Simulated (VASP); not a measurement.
Input of a VASP 6.6.1 run:

File POSCAR:

```
NaI
1.0
    0.0000000000      3.5431916338      3.4900437593
    3.5431916338      0.0000000000      3.4900437593
    3.5431916338      3.5431916338      0.0000000000
Na I
1 1
Direct
    0.0000000000      0.0000000000      0.0000000000
    0.2500000000      0.2500000000      0.2500000000
```

The input INCAR.step1:

```
SYSTEM = NaI
  PREC = Accurate
  ENCUT = 520
  EDIFF = 1E-5
  ISMEAR = 0
  SIGMA = 0.01
  LREAL = .False.
  LASPH = .True.
  NELM = 60
  ALGO = Normal
  ISIF = 2
  LWAVE = .True.
  LCHARG = .False.
  GGA = PE
  NBANDS = 14
```

Contents of INCAR.step2:

```
SYSTEM = NaI
  PREC = Accurate
  ENCUT = 520
  EDIFF = 1E-6
  ISMEAR = 0
  SIGMA = 0.01
  LREAL = .False.
  LASPH = .True.
  NELM = 60
  ALGO = Normal
  ISIF = 2
  LWAVE = .False.
  LCHARG = .False.
  GGA = PE
  LHFCALC = .True.
  HFSCREEN = 0.2079
  PRECFOCK = Normal
  ISTART = 1
  NBANDS = 14
```

File KPOINTS:

```
Automatic mesh
0
Gamma
  4 4 4
  0 0 0
```

Potentials or basis: VASP PAW PBE potentials, release 64 (Na_pv, I).

Launch:

```sh
$ cat potpaw_PBE.64/Na_pv/POTCAR potpaw_PBE.64/I/POTCAR > POTCAR
$ cp INCAR.step1 INCAR
$ mpirun -np 1 vasp_std > vasp.out
$ cp INCAR.step2 INCAR
$ mpirun -np 1 vasp_std > vasp.out
```

(1) What does it give for the pressure?

(2) Estimate the band gap on the k mesh.

Results:

(1) 0.4 GPa.

(2) 4.81 eV.

Caveat: the cell differs from its parent crystal (uniaxial z strain -1.5%); the PAW data sets were made with another functional, which shifts forces and pressure a little; spin-orbit coupling is left out, which moves the levels of the heavy elements.
